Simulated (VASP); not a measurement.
Set up this calculation in VASP 6.6.1, as the native input.

```yaml
Task: single point
Functional: LDA
Potentials_or_basis: VASP PAW LDA potentials, release 64 (Ir)
Cutoff: 520 eV
k_mesh: 8 × 8 × 8
Occupations: gaussian, width 0.15 eV
Spin: no spin polarisation
Dipole_correction: no
Further_INCAR_settings: ALGO = Normal; EDIFF = 1e-07; NBANDS = 10
```

The structure of Ir lies in POSCAR:

```
Ir
1.0
    0.0000000000      1.8596696490      2.0456366139
    1.8596696490      0.0000000000      2.0456366139
    1.8596696490      1.8596696490      0.0000000000
Ir
1
Direct
    0.0000000000      0.0000000000      0.0000000000
```

This cell differs from its parent crystal: ratio of the length along z to the lengths across it x 1.1, volume and fractional coordinates fixed.

These files were run (other wordings do the same):

INCAR

```
SYSTEM = Ir
ALGO = Normal ; EDIFF = 1E-7
ENCUT = 520 ; ISIF = 2
ISMEAR = 0 ; LASPH = .TRUE.
LCHARG = .FALSE. ; LREAL = .FALSE.
LWAVE = .FALSE. ; NBANDS = 10
NELM = 100 ; PREC = Accurate
SIGMA = 0.15
```

KPOINTS

```
k-points
0
G
  8 8 8
  0 0 0
```

Potentials or basis: VASP PAW LDA potentials, release 64 (Ir).

Run with:

```bash
$ cat potpaw_LDA.64/Ir/POTCAR > POTCAR
$ mpirun -np 1 vasp_std > vasp.out
```

Results of the run:

```
Pressure : -2.5 GPa
```

Run time: 4.9 s on 1 thread of AMD EPYC 9R45 96-Core Processor (Zen 5), with other jobs on the host, peak memory 0.1 GiB.
